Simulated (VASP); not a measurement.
**GaP: single point with PBE**

GaP:

```xyz
2
Lattice="0.0000 2.7526 2.7526 2.7526 0.0000 2.7526 2.7526 2.7526 0.0000" Properties=species:S:1:pos:R:3 pbc="T T T"
Ga    0.0000    0.0000    0.0000
P     1.3763    1.3763    1.3763
```

```json
{
 "Program": "VASP 6.6.1",
 "Task": "single point",
 "Functional": "PBE",
 "Potentials or basis": "VASP PAW PBE potentials, release 64 (Ga_d, P)",
 "Cutoff": "520 eV",
 "k mesh": "8 × 8 × 8",
 "Occupations": "gaussian, width 0.02 eV",
 "Spin": "no spin polarisation"
}
```

- Pressure: 0.0 GPa
- Band gap on the k mesh: 1.58 eV

Levels at points of the mesh, in eV from the valence-band top:
| k point | band 5 | band 6 | band 7 | band 8 | band 9 | band 10 | band 11 | band 12 | band 13 | band 14 |
| --- | --- | --- | --- | --- | --- | --- | --- | --- | --- | --- |
| (0.00, 0.00, 0.00) | -14.41 | -12.27 | 0.00 | 0.00 | 0.00 | 1.58 | 3.90 | 3.90 | 3.90 | 8.68 |
| (0.50, 0.00, 0.00) | -14.41 | -10.30 | -6.46 | -1.07 | -1.07 | 1.58 | 4.73 | 4.73 | 8.23 | 10.68 |
| (0.50, 0.50, 0.00) | -14.39 | -9.44 | -6.61 | -2.58 | -2.58 | 1.72 | 1.85 | 10.37 | 10.37 | 10.93 |

It took 16 s on 1 thread of AMD EPYC 7R13 Processor (Zen 3), on a shared host, peak memory 0.14 GiB.

A k mesh can miss the band edges.
